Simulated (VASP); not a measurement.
CaSe:

```
Ca Se
1.0
     0.00000    3.23037    3.23037
     3.23037    0.00000    3.23037
     3.23037    3.23037    0.00000
Ca Se
1 1
Direct
  0.00000 0.00000 0.00000
  0.25000 0.25000 0.25000
```

This cell differs from its parent crystal: strain -1.5%.

Base run:

* Program: VASP 6.6.1
* Functional: r2SCAN
* Potentials or basis: VASP PAW PBE potentials, release 64 (Ca_sv, Se)
* Cutoff: 520 eV
* k mesh: 6 × 6 × 6
* Occupations: gaussian, width 0.01 eV
* Spin: no spin polarisation

Its results: band gap on the k mesh 3.84 eV (least direct gap 3.94 eV); pressure 2.0 GPa.

**Question.** The run is repeated on the same cell with these changes: functional from r2SCAN to PBE; occupations from gaussian, width 0.01 eV to fermi-dirac, width 0.02 eV. What comes out?

**Answer.** Band gap on the k mesh 3.34 eV (least direct gap 3.46 eV); pressure 2.3 GPa.

Caveats: the structure was generated, so it needn't be the stable form of CaSe; the PAW data sets were made with another functional, which shifts forces and pressure a little (at least some runs).

A k mesh can miss the band edges.
